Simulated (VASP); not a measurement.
Set up this calculation in VASP 6.6.1, as the native input.

| Property | Result |
| --- | --- |
| Task | single point |
| Functional | PBEsol |
| Potentials or basis | VASP PAW PBE potentials, release 64 (Ge_d) |
| Cutoff | 520 eV |
| k mesh | 18 × 18 × 8 |
| Occupations | gaussian, width 0.1 eV |
| Spin | no spin polarisation |
| Dipole correction | no |
| Further INCAR settings | ALGO = Normal; EDIFF = 1e-06; NBANDS = 36 |

The structure of Ge lies in POSCAR:

```
Ge
1.0
    4.1168768998      0.0000000000      0.0000000000
   -2.0584384499      3.5653199795      0.0000000000
    0.0000000000      0.0000000000      6.7942560884
Ge
4
Direct
    0.6666666667      0.3333333333      0.0626341476
    0.3333333333      0.6666666667      0.5626341476
    0.6666666667      0.3333333333      0.4373658524
    0.3333333333      0.6666666667      0.9373658524
```

This cell differs from its parent crystal: equal strain along all axes, cell held: +3.0 %, then relaxed in part.

These files were run (other wordings do the same):

INCAR

```
PREC = Accurate ; ENCUT = 520
EDIFF = 1E-6 ; ISMEAR = 0
SIGMA = 0.1 ; LREAL = False
LASPH = True ; NELM = 100
ALGO = Normal ; ISIF = 2
LWAVE = False ; LCHARG = False
GGA = PS ; NBANDS = 36
```

KPOINTS

```
regular mesh
0
Gamma
  18 18 8
```

Potentials or basis: VASP PAW PBE potentials, release 64 (Ge_d).

Command:

```bash
$ cat potpaw_PBE.64/Ge_d/POTCAR > POTCAR
$ mpirun -np 1 vasp_std > vasp.out
```

It gave:

| Item | Value |
| --- | --- |
| Pressure | -5.0 GPa |
| Band gap on the k mesh | zero (band 28 reaches 4.04 eV, above the bottom of band 29 at 3.85 eV) |

Caveat: the cell differs from its parent crystal (equal strain along all axes, cell held: +3.0 %, then relaxed in part); the PAW data sets were made with another functional, which shifts forces and pressure a little.

Wall time 5.7 min on 1 thread of Intel(R) Xeon(R) Platinum 8488C (Sapphire Rapids) (shared host), peak memory 0.55 GiB.
